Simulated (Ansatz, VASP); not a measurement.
V: VASP beside Ansatz

INCAR

```
ALGO = Normal ; EDIFF = 1E-6
ENCUT = 520 ; GGA = PE
ISIF = 2 ; ISMEAR = -1
LASPH = T ; LCHARG = T
LELF = T ; LREAL = F
LVHAR = T ; LWAVE = F
NBANDS = 20 ; NELM = 80
PREC = Accurate ; SIGMA = 0.1
```

File KPOINTS:

```
k-points
0
Gamma
  17 17 17
```

The input POSCAR:

```
V
1.0
    0.0000000000      2.7590929386      2.7590929386
    2.7590929386      0.0000000000      2.7590929386
    2.7590929386      2.7590929386      0.0000000000
V
2
Direct
    0.1250000000      0.1250000000      0.1250000000
    0.8750000000      0.8750000000      0.8750000000
```

Input for Ansatz:

```yaml
crystal:
  lattice:
    - [0.0, 2.7590929386, 2.7590929386]
    - [2.7590929386, 0.0, 2.7590929386]
    - [2.7590929386, 2.7590929386, 0.0]
  atoms:
    - { symbol: V, position: [0.125, 0.125, 0.125] }
    - { symbol: V, position: [0.875, 0.875, 0.875] }
hamiltonian:
  xc: pbe
  pseudopotentials:
    kind: paw
    azcp:
      V: "pseudopotentials/V.paw.azcp"
basis:
  ecutwfc: 420
  fft_grid_basis: typed
kpoints:
  mp_grid: { grid: [17, 17, 17], shift: [0, 0, 0] }
magnetization:
  spin_polarized: false
scf:
  occupations: { method: fermi_dirac, width: 0.1 }
output:
  stress: true
```

Alike in both runs: task single point; functional PBE; k mesh 17 × 17 × 17; occupations fermi-dirac, width 0.1 eV; no spin polarisation.

|  | VASP | Ansatz |
| --- | --- | --- |
| version | VASP 6.6.1 | Ansatz 0.2.0 |
| potentials or method | VASP PAW PBE potentials, release 64 (V_sv), cutoff 520 eV | plane waves (420 eV) with PAW, scalar-relativistic |
| valence electrons in the cell | 26 | 26 |

Ansatz gave:

* pressure (GPa): -5.6

Question: Estimate VASP's values.

Answer: Pressure (GPa): -5.4.

With one functional, cell and mesh, what is left measures potentials, basis and numerics.
